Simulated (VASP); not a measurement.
# P (R-3m) in VASP: single point with r2SCAN

Aim: the single point of P with r2SCAN.

All numbers are computed with VASP 6.6.1; they aren't measurements. Logs are shortened: lines on timing, memory, paths and dates and some standing lists are left out, and cuts for length are marked.

### 1 The cell of the first run

Symmetry: R-3m, No. 166, trigonal system. Conventional cell: a = 3.467 Å, b = 3.467 Å, c = 9.275 Å, α = 90.00°, β = 90.00°, γ = 120.00°. Within 3.0 Å of P (site symmetry 3m) lie 6 P at 2.30 to 2.80 Å.

### 2 Single point, r2SCAN

Contents of POSCAR:

```
P
1.0
    1.7333038998      1.0007234748      3.0917543118
   -1.7333038998      1.0007234748      3.0917543118
    0.0000000000     -2.0014469446      3.0917543134
P
2
Direct
    0.2279491903      0.2279491903      0.2279491903
    0.7720508097      0.7720508097      0.7720508097
```

Contents of INCAR.step1:

```
SYSTEM = P
ALGO = Normal ; EDIFF = 1E-4
ENCUT = 520 ; GGA = PE
ISMEAR = 0 ; LASPH = .True.
LCHARG = .False. ; LREAL = .False.
LWAVE = .True. ; NBANDS = 12
NELM = 60 ; PREC = Accurate
SIGMA = 0.05
```

Contents of INCAR.step2:

```
SYSTEM = P
ALGO = Normal ; EDIFF = 1E-6
ENCUT = 520 ; ISIF = 2
ISMEAR = 0 ; ISTART = 1
LASPH = .True. ; LCHARG = .True.
LELF = .True. ; LMIXTAU = .True.
LREAL = .False. ; LVHAR = .True.
LWAVE = .False. ; METAGGA = R2SCAN
NBANDS = 12 ; NELM = 60
PREC = Accurate ; SIGMA = 0.05
```

Contents of KPOINTS:

```
k-points
0
Gamma
  16 16 16
  0 0 0
```

Potentials or basis: VASP PAW PBE potentials, release 64 (P).

Started as:

```console
cat potpaw_PBE.64/P/POTCAR > POTCAR
cp INCAR.step1 INCAR
mpirun -np 1 vasp_std > vasp.out
cp INCAR.step2 INCAR
mpirun -np 1 vasp_std > vasp.out
```

OUTCAR:

```text
SYSTEM = P
   EDIFF = 1E-6
   ENCUT = 520
   ISIF = 2
   ISMEAR = 0
   ISTART = 1
   LASPH = .True.
   LREAL = .False.
   METAGGA = R2SCAN
   NELM = 60
   PREC = Accurate

 ion  position               nearest neighbor table
   1  0.228  0.228  0.228-   2 2.30   2 2.30   2 2.30   2 2.80   2 2.80   2 2.80
   2  0.772  0.772  0.772-   1 2.30   1 2.30   1 2.30   1 2.80   1 2.80   1 2.80

  LATTYP: Found a trigonal (rhomboedric) cell.
 ALAT       =     3.6830333431
 COS(alpha) =     0.5570363157

  Lattice vectors:

 A1 = (   1.7333038998,   1.0007234748,   3.0917543118)
 A2 = (  -1.7333038998,   1.0007234748,   3.0917543118)
 A3 = (   0.0000000000,  -2.0014469446,   3.0917543134)

Analysis of symmetry for initial positions (statically):
=====================================================================
 Subroutine PRICEL returns:
 Original cell was already a primitive cell.

 Routine SETGRP: Setting up the symmetry group for a
 trigonal (rhombohedral) supercell.

 Subroutine GETGRP returns: Found 12 space group operations
 (whereof 12 operations were pure point group operations)
 out of a pool of 12 trial point group operations.

The static configuration has the point symmetry D_3d.

Analysis of symmetry for dynamics (positions and initial velocities):
=====================================================================
 Subroutine PRICEL returns:
 Original cell was already a primitive cell.

 Routine SETGRP: Setting up the symmetry group for a
 trigonal (rhombohedral) supercell.

 Subroutine GETGRP returns: Found 12 space group operations
 (whereof 12 operations were pure point group operations)
 out of a pool of 12 trial point group operations.

The dynamic configuration has the point symmetry D_3d.

 Subroutine INISYM returns: Found 12 space group operations
 (whereof 12 operations are pure point group operations),
 and found     1 'primitive' translations

----------------------------------------------------------------------------------------

                                     Primitive cell

  volume of cell :      32.1770

  direct lattice vectors                    reciprocal lattice vectors
     1.733303900  1.000723475  3.091754312     0.288466437  0.166546175  0.107813655
    -1.733303900  1.000723475  3.091754312    -0.288466437  0.166546175  0.107813655
     0.000000000 -2.001446945  3.091754313     0.000000000 -0.333092350  0.107813655

  length of vectors
     3.683033343  3.683033343  3.683033343     0.350106124  0.350106124  0.350106124

[... 85 lines left out ...]
   NFREE  =      0    steps in history (QN), initial steepest desc. (CG)
   ISIF   =      2    stress and relaxation
   ISYM   =      2    0-nonsym 1-usesym 2-fastsym
   POTIM  = 0.5000    time-step for ionic-motion
   TEBEG  =    0.0;   TEEND  =   0.0 temperature during run
   PSTRESS=    0.0 pullay stress
   NELECT =      10.0000    total number of electrons
   NUPDOWN=      -1.0000    fix difference up-down
   EMIN   =  10.00;   EMAX   =-10.00  energy-range for DOS
   EFERMI =   0.00;   METHOD = LEGACY
   ISMEAR =     0;   SIGMA  =   0.05  broadening in eV -4-tet -1-fermi 0-gaus
   EFERMI_NEDOS =   21; number of points for ismear=-14 and -15
   IALGO  =     38    algorithm
   IMIX   =      4    mixing-type and parameters
     AMIX     =   0.40;   BMIX     =  1.00
     AMIX_MAG =   1.60;   BMIX_MAG =  1.00
  volume/ion in A,a.u.               =      16.09       108.57
  Fermi-wavevector in a.u.,A,eV,Ry     =   1.108902  2.095521 16.730589  1.229664
  Thomas-Fermi vector in A             =   2.245435
   LORBIT       =      0    0 simple, 1 ext, 2 COOP (PROOUT), +10 PAW based schemes
   METAGGA = R2SCAN    functional components
   LHFCALC =     F    Hartree Fock is set to
   AEXX    =    0.0000 exact exchange contribution
   IVDW    =     0    specifies the selected vdW correction
   LEPSILON=     F    determine dielectric tensor
   LRPA    =     F    only Hartree local field effects (RPA)
 non-spin polarized calculation
 Gauss-broadening in eV      SIGMA  =   0.05
  energy-cutoff  :      520.00
  volume of cell :       32.18
 maximum number of plane-waves:       885
   NGX = 13   NGY = 13   NGZ = 13

 number of electron      10.0000001 magnetization

 Free energy of the ion-electron system (eV)
  ---------------------------------------------------
  ext. energy  EPLUGINS =         0.00000000
  ---------------------------------------------------
  free energy    TOTEN  =       -17.77478126 eV

  energy without entropy =      -17.77438848  energy(sigma->0) =      -17.77458487

 E-fermi :   9.1317     XC(G=0): -11.3157

 val. band max:        9.1270736848   @ k =   0.2500   0.2500   0.1875
 cond. band min:       9.1427780554   @ k =   0.3750   0.1875   0.1875
 fundamental gap:      0.0157043706
 Fermi energy:         9.1316966284

 k-point     1 :       0.0000    0.0000    0.0000
  band No.  band energies     occupation
      1      -8.3471      2.00000
      2       5.5360      2.00000
      3       5.7323      2.00000
      4       5.8336      2.00000
      5       5.8336      2.00000
      6      10.6031      0.00000
      7      11.9013      0.00000
      8      11.9013      0.00000
      9      15.0934      0.00000
     10      15.0934      0.00000
     11      16.4501      0.00000
     12      16.4524      0.00000
[... 331 lines left out ...]
 k-point    24 :      -0.0625    0.0625    0.0000
  band No.  band energies     occupation
      1      -8.1658      2.00000
      2       3.9052      2.00000
      3       5.4554      2.00000
      4       5.8984      2.00000
      5       6.7445      2.00000
      6      11.0739      0.00000
      7      11.6010      0.00000
      8      12.0563      0.00000
      9      14.0781      0.00000
     10      14.3708      0.00000
     11      15.7846      0.00000
     12      17.3053      0.00000

 [... further k-points ...]
[... 5 lines left out ...]
  --------------------------------------------------------------------------------------
  -------------------------------------------------------------------------------------
  Total       -0.1272696     -0.1272696     -0.0800750     -0.0000000      0.0000000      0.0000000
  in kB       -6.3370936     -6.3370936     -3.9871508     -0.0000000      0.0000000      0.0000000
  external PRESSURE =      -5.5537793 kB  Pullay stress =       0.0000000 kB

 VOLUME and BASIS-vectors are now :
 -----------------------------------------------------------------------------
  energy-cutoff  :      520.00
  volume of cell :       32.18
      direct lattice vectors                 reciprocal lattice vectors
     1.733303900  1.000723475  3.091754312     0.288466437  0.166546175  0.107813655
    -1.733303900  1.000723475  3.091754312    -0.288466437  0.166546175  0.107813655
     0.000000000 -2.001446945  3.091754313     0.000000000 -0.333092350  0.107813655

 POSITION                                       TOTAL-FORCE (eV/Angst)
 -----------------------------------------------------------------------------------
      0.00000      0.00000      2.11429         0.000000     -0.000000     -0.086507
      0.00000      0.00000      7.16097         0.000000      0.000000      0.086507
 -----------------------------------------------------------------------------------
    total drift:                                0.000000      0.000000      0.000000

  FREE ENERGIE OF THE ION-ELECTRON SYSTEM (eV)
  ---------------------------------------------------
  free  energy   TOTEN  =       -17.7747812576 eV

  energy  without entropy=      -17.7743884815  energy(sigma->0) =      -17.77458487
```

Wall time 3.5 min (1 thread of Intel Xeon 6975P-C (Granite Rapids), shared host); peak memory 0.25 GiB.

What came out:

```
Free energy            : -17.7748 eV
Pressure               : -0.6 GPa
Largest force          : 0.087 eV/Å
Band gap on the k mesh : zero (bands 5 and 6 overlap by 1.01 eV)
```

Forces in eV/Å, atoms in the order of the input:
```
P    0.000  0.000 -0.087
P    0.000  0.000  0.087
```

Stress tensor (GPa, compression positive):
```
-0.63  0.00  0.00
 0.00 -0.63  0.00
 0.00  0.00 -0.40
```

Caveat: the PAW data sets were made with another functional, which shifts forces and pressure a little.
